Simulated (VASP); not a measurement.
Runs of VASP 6.6.1 on ZrC. The structure is that of space group P-6m2 (No. 187), or close to it. The cells are those of the table. 

| task | level | cell | cutoff (eV) | gap on the mesh (eV) | pressure (GPa) |
| --- | --- | --- | --- | --- | --- |
| relaxation of shape and atoms at fixed volume | PBE | relaxed from a = 3.248, b = 3.248, c = 2.920 Å, angles 90.0, 90.0, 120.0°, 2 atoms | 600 | none | 4.0 |
| relaxation of shape and atoms at fixed volume | PBE | relaxed from a = 3.202, b = 3.202, c = 2.896 Å, angles 90.0, 90.0, 120.0°, 2 atoms | 600 | none | 11.7 |
| single point | PBE | a = 3.270, b = 3.227, c = 2.940 Å, angles 90.0, 90.0, 118.7°, 2 atoms | 520 | none | 0.3 |
| relaxation of shape and atoms at fixed volume | PBE | relaxed from a = 3.222, b = 3.222, c = 2.905 Å, angles 90.0, 90.0, 120.0°, 2 atoms | 600 | none | 8.3 |
| single point | r2SCAN | a = 3.270, b = 3.270, c = 2.940 Å, angles 90.0, 90.0, 120.0°, 2 atoms | 520 | none | (a) |
| relaxation of cell and atoms | PBE | relaxed from a = 3.270, b = 3.270, c = 2.940 Å, angles 90.0, 90.0, 120.0°, 2 atoms | 600 | none | 0.0 |
| single point | PBE | a = 3.390, b = 3.390, c = 3.008 Å, angles 90.0, 90.0, 120.0°, 2 atoms | 520 | none | -14.4 |

Alike in all rows: potentials or basis VASP PAW PBE potentials, release 64 (Zr_sv, C); no spin polarisation; k mesh 12 × 12 × 12; smearing gaussian 0.05 eV.

**Question.** Estimate the missing entries.

**Answer.** (a) -0.1.

Caveats: the PAW data sets were made with another functional, which shifts forces and pressure a little (at least some runs); the cell stands under tension (at least some runs).

A k mesh can miss the band edges, and the runs leave out spin-orbit coupling on Zr.

A gap of «none» marks levels without a gap at the run's occupations.
